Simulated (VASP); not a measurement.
InP, 2 atoms in the cell. Symmetry: Fm-3m, No. 225, cubic system. Conventional cell: a = 5.425 Å, b = 5.425 Å, c = 5.425 Å, α = 90.00°, β = 90.00°, γ = 90.00°. Within 3.6 Å of In (site symmetry m-3m) lie 6 P at 2.71 Å. Within 3.6 Å of P (site symmetry m-3m) lie 6 In at 2.71 Å. 

```yaml
Program: VASP 6.6.1
Task: single point
Functional: LDA
Potentials_or_basis: VASP PAW LDA potentials, release 64 (In_d, P)
Cutoff: 520 eV
k_mesh: 8 × 8 × 8
Occupations: fermi-dirac, width 0.05 eV
Spin: no spin polarisation
Dipole_correction: no
Further_INCAR_settings: ALGO = Normal; EDIFF = 1e-07; NBANDS = 16
```

Potentials or basis: VASP PAW LDA potentials, release 64 (In_d, P).

Launch:

```sh
$ cat potpaw_LDA.64/In_d/POTCAR potpaw_LDA.64/P/POTCAR > POTCAR
$ mpirun -np 1 vasp_std > vasp.out
```

Hardware: 1 thread of Intel(R) Xeon(R) Platinum 8488C (Sapphire Rapids), with other jobs on the host.

Q: How long does it take, and how much memory?

A: Run time: 25 s on 1 thread of Intel(R) Xeon(R) Platinum 8488C (Sapphire Rapids), with other jobs on the host, peak memory 0.15 GiB. Counts: scf iterations 13, k points 29.
